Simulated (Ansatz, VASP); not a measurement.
# Two plane-wave programs on Ti2O

```xyz
3
Lattice="2.9194 0.0000 0.0000 -1.4597 2.5283 0.0000 0.0000 0.0000 4.7130" Properties=species:S:1:pos:R:3 pbc="T T T"
Ti    1.4597    0.8428    1.3137
Ti    0.0000    1.6855    3.3993
O     0.0000    0.0000    0.0000
```

Alike in both runs: task single point; functional PBEsol; k mesh 12 × 12 × 6; occupations gaussian, width 0.1 eV; no spin polarisation.

```csv
,VASP,Ansatz
version,VASP 6.6.1,Ansatz 0.2.0
potentials or method,"VASP PAW PBE potentials, release 64 (Ti_sv, O), cutoff 520 eV","scalar-relativistic, plane waves, PAW"
valence electrons in the cell,30,30
```

|  | VASP | Ansatz | Ansatz less VASP |
| --- | --- | --- | --- |
| gap on the k mesh at the Fermi level (eV) | none | none | - |
| pressure (GPa) | 4.6 | 4.4 | -0.22 |
| traceless stress, the component that is largest in VASP (GPa) | 3.39 | 3.38 | -0.013 |
| rms of the force components (eV/Å) | 0.608 | 0.631 | +0.0224 |

VASP's potentials were made for PBE, not for PBEsol. Atom by atom the forces differ by 0.022 eV/Å (rms over components). A gap of «none» marks a metal or a gap that the smearing closes. The functional is the same, so the differences come from potentials, cutoffs and numerics.
